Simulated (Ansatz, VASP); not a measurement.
## Two plane-wave programs on HfN

File INCAR:

```
ALGO     = Normal         # electronic algorithm
EDIFF    = 1E-7           # SCF threshold, eV
ENCUT    = 520            # plane-wave cutoff, eV
GGA      = PS             # functional
ISIF     = 2              # what is computed and relaxed
ISMEAR   = 0              # smearing method
IVDW     = 12             # dispersion correction
LASPH    = T              # aspherical terms in the spheres
LCHARG   = T              # write CHGCAR
LELF     = T              # ELF
LREAL    = F              # projectors in reciprocal space
LVHAR    = T            
LWAVE    = F              # write WAVECAR
NBANDS   = 14             # bands
NELM     = 60             # most SCF steps
PREC     = Accurate       # precision mode
SIGMA    = 0.05           # smearing width, eV
```

Contents of KPOINTS:

```
k-points
0
Gamma
  10 10 10
```

Contents of POSCAR:

```
HfN
1.0
    0.0000000000      2.2509299022      2.2509299022
    2.2509299022      0.0000000000      2.2509299022
    2.2509299022      2.2509299022      0.0000000000
Hf N
1 1
Direct
    0.5000000000      0.5000000000      0.5000000000
    0.0000000000      0.0000000000      0.0000000000
```

Input for Ansatz:

```yaml
crystal:
  lattice:
    - [0.0, 2.2509299022, 2.2509299022]
    - [2.2509299022, 0.0, 2.2509299022]
    - [2.2509299022, 2.2509299022, 0.0]
  atoms:
    - { symbol: Hf, position: [0.5, 0.5, 0.5] }
    - { symbol: "N", position: [0.0, 0.0, 0.0] }
basis:
  ecutwfc: 420
  ecutrho_ratio: 4
kpoints:
  mp_grid: { grid: [10, 10, 10] }
hamiltonian:
  xc: pbesol
  dispersion: d3bj
scf:
  occupations: { method: gaussian, width: 0.05 }
output:
  forces: true
  stress: true
  eigenvalues: true
```

Alike in both runs: task single point; functional PBEsol; dispersion D3(BJ); k mesh 10 × 10 × 10; occupations gaussian, width 0.05 eV; no spin polarisation.

```csv
,VASP,Ansatz
version,VASP 6.6.1,Ansatz 0.2.0
potentials or method,"VASP PAW PBE potentials, release 64 (Hf_pv, N), cutoff 520 eV","scalar-relativistic, plane waves, PAW"
valence electrons in the cell,15,31
```

|  | VASP | Ansatz | Ansatz less VASP |
| --- | --- | --- | --- |
| gap on the k mesh at the Fermi level (eV) | none | none | - |
| pressure (GPa) | -7.8 | -5.6 | +2.15 |

VASP's potentials were made for PBE, not for PBEsol. A gap of «none» marks a metal or a gap that the smearing closes. VASP's potentials hold 15 valence electrons a cell and Ansatz's 31, so a difference there can come from the potentials and not from the codes.

Neither program's run includes spin-orbit coupling.
